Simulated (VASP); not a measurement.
Input of a VASP 6.6.1 run:

INCAR

```
PREC     = Accurate       # precision mode
ENCUT    = 520            # plane-wave cutoff, eV
EDIFF    = 1E-6           # SCF threshold, eV
ISMEAR   = 0              # smearing method
SIGMA    = 0.05           # smearing width, eV
LREAL    = False          # projectors in reciprocal space
LASPH    = True           # aspherical terms in the spheres
NELM     = 60             # most SCF steps
ALGO     = Normal         # electronic algorithm
ISIF     = 2              # what is computed and relaxed
LWAVE    = False          # write WAVECAR
LCHARG   = False          # write CHGCAR
GGA      = CA             # functional
NBANDS   = 36             # bands
```

Contents of KPOINTS:

```
Automatic mesh
0
Gamma
  8 8 2
```

POSCAR

```
MgO
1.0
   -3.4517839558      0.0000000000      0.0000000000
   -1.7258919779     -2.9893325941      0.0000000000
   -0.7670631013     -1.3285922640     12.4189476803
Mg O
6 6
Direct
    0.6666666667      0.6296222222      0.0833500000
    0.6666666667      0.4814740741      0.4166833333
    0.6666666667      0.3333259259      0.7500166667
    0.3333333333     -0.0740814815      0.9166833333
    0.3333333333      0.2222148148      0.2500166667
    0.3333333333      0.0740666667      0.5833500000
    0.6666666667      0.2592518519      0.9166833333
    0.6666666667      0.5555481481      0.2500166667
    0.6666666667      0.4074000000      0.5833500000
    0.3333333333      0.2962888889      0.0833500000
    0.3333333333      0.1481407407      0.4166833333
    0.3333333333     -0.0000074074      0.7500166667
```

Potentials or basis: VASP PAW LDA potentials, release 64 (Mg, O).

Command:

```console
$ cat potpaw_LDA.64/Mg/POTCAR potpaw_LDA.64/O/POTCAR > POTCAR
$ mpirun -np 1 vasp_std > vasp.out
```

Task: What does it give for the band gap on the k mesh?

Result: 2.35 eV, direct.

Task: Predict the pressure.

Result: -0.8 GPa.

Stress tensor (GPa, compression positive):
```
-2.88 -3.79  1.66
-3.79 -7.83  2.09
 1.66  2.09  8.39
```

Caveat: forces of over 1 eV/Å act on the atoms, so gaps and moduli don't describe the material at rest. A k mesh can miss the band edges.
